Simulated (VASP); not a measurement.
Here is a VASP 6.6.1 calculation.

The input INCAR:

```
SYSTEM = KScSe2
PREC     = Accurate       ! precision mode
ENCUT    = 520            ! plane-wave cutoff, eV
EDIFF    = 1E-6           ! SCF threshold, eV
ISMEAR   = 0              ! smearing method
SIGMA    = 0.01           ! smearing width, eV
LREAL    = .FALSE.        ! projectors in reciprocal space
LASPH    = .TRUE.         ! aspherical terms in the spheres
NELM     = 60             ! most SCF steps
ALGO     = Normal         ! electronic algorithm
ISIF     = 2              ! what is computed and relaxed
LWAVE    = .FALSE.        ! write WAVECAR
LCHARG   = .FALSE.        ! write CHGCAR
GGA      = PE             ! functional
NBANDS   = 42             ! bands
```

Contents of KPOINTS:

```
regular mesh
0
G
  6 4 2
  0 0 0
```

Contents of POSCAR:

```
KScSe2
1.0
    3.8915738695      0.0000000000      0.0000000000
    0.0000000000      5.8704358331      0.0000000000
    0.0000000000      0.0000000000      9.0934003318
K Se Sc
2 4 2
Direct
    0.0000000000      0.0000000000      0.8918243125
    0.5000000000      0.5000000000      0.1081756875
    0.0000000000      0.5000000000      0.8082447932
    0.5000000000      0.0000000000      0.1917552068
    0.0000000000      0.5000000000      0.4060193436
    0.5000000000      0.0000000000      0.5939806564
    0.0000000000      0.0000000000      0.3873383417
    0.5000000000      0.5000000000      0.6126616583
```

Potentials or basis: VASP PAW PBE potentials, release 64 (K_sv, Se, Sc_sv).

The run is started by

```console
$ cat potpaw_PBE.64/K_sv/POTCAR potpaw_PBE.64/Se/POTCAR potpaw_PBE.64/Sc_sv/POTCAR > POTCAR
$ mpirun -np 1 vasp_std > vasp.out
```

Question: What does it give for the pressure?

Answer: 1.7 GPa.

Question: What does it give for the largest force?

Answer: 0.176 eV/Å.

Question: Predict the band gap on the k mesh.

Answer: 1.32 eV (least direct gap 1.39 eV).

Stress tensor (GPa, compression positive):
```
1.85 0.00 0.00
0.00 1.37 0.00
0.00 0.00 1.88
```

A k mesh can miss the band edges.
